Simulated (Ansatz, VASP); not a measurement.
## One calculation of WSe2, two programs

Contents of INCAR:

```
SYSTEM = WSe2
ALGO = Normal
EDIFF = 1E-8
ENCUT = 520
GGA = PS
ISIF = 2
ISMEAR = -1
LASPH = .TRUE.
LCHARG = .FALSE.
LEFG = .TRUE.
LREAL = .FALSE.
LWAVE = .FALSE.
NBANDS = 35
NELM = 80
PREC = Accurate
SIGMA = 0.08
```

File KPOINTS:

```
k-points
0
G
  11 11 3
  0 0 0
```

The input POSCAR:

```
WSe2
1.0
    3.3545246059      0.0000000000      0.0000000000
   -1.6772623029      2.9051035263      0.0000000000
    0.0000000000      0.0000000000     13.2243783068
W Se
2 4
Direct
    0.3333333333      0.6666666667      0.2500000000
    0.6666666667      0.3333333333      0.7500000000
    0.3333333333      0.6666666667      0.6210000000
    0.6666666667      0.3333333333      0.1210000000
    0.3333333333      0.6666666667      0.8790000000
    0.6666666667      0.3333333333      0.3790000000
```

Input for Ansatz:

```yaml
crystal:
  lattice:
    - [3.3545246059, 0.0, 0.0]
    - [-1.6772623029, 2.9051035263, 0.0]
    - [0.0, 0.0, 13.2243783068]
  atoms:
    - { symbol: W, position: [0.3333333333, 0.6666666667, 0.25] }
    - { symbol: W, position: [0.6666666667, 0.3333333333, 0.75] }
    - { symbol: Se, position: [0.3333333333, 0.6666666667, 0.621] }
    - { symbol: Se, position: [0.6666666667, 0.3333333333, 0.121] }
    - { symbol: Se, position: [0.3333333333, 0.6666666667, 0.879] }
    - { symbol: Se, position: [0.6666666667, 0.3333333333, 0.379] }
kpoints:
  mp_grid: { grid: [11, 11, 3] }
scf:
  occupations: { method: fermi_dirac, width: 0.08 }
hamiltonian:
  xc: pbesol
  pseudopotentials: { kind: all_electron, datasets: crystal }
output:
  forces: true
  stress: true
  eigenvalues: true
  efg: { contact_densities: true }
```

Change from the starting cell: volume scaled by 1.06, crystal datasets.

Alike in both runs: task electric field gradients; functional PBEsol; k mesh 11 × 11 × 3; occupations fermi-dirac, width 0.08 eV; no spin polarisation.

|  | VASP | Ansatz |
| --- | --- | --- |
| version | VASP 6.6.1 | Ansatz 0.2.0 |
| potentials or method | VASP PAW PBE potentials, release 64 (W_sv, Se), cutoff 520 eV | all-electron PAW with datasets made for the crystal, scalar-relativistic |

```csv
,VASP,Ansatz,Ansatz less VASP
pressure (GPa),-8.0,-8.3,-0.26
"traceless stress, the component that is largest in VASP (GPa)",-0.11,-0.19,-0.075
rms of the force components (eV/Å),0.451,0.470,+0.0190
size of Vzz on the site where it differs most (V/Å²),141.4,155.3,+13.89
```

VASP's potentials were made for PBE, not for PBEsol. Atom by atom the forces differ by 0.019 eV/Å (rms over components). Ansatz ran all-electron here, and VASP with PAW potentials.

Spin-orbit coupling is off throughout.
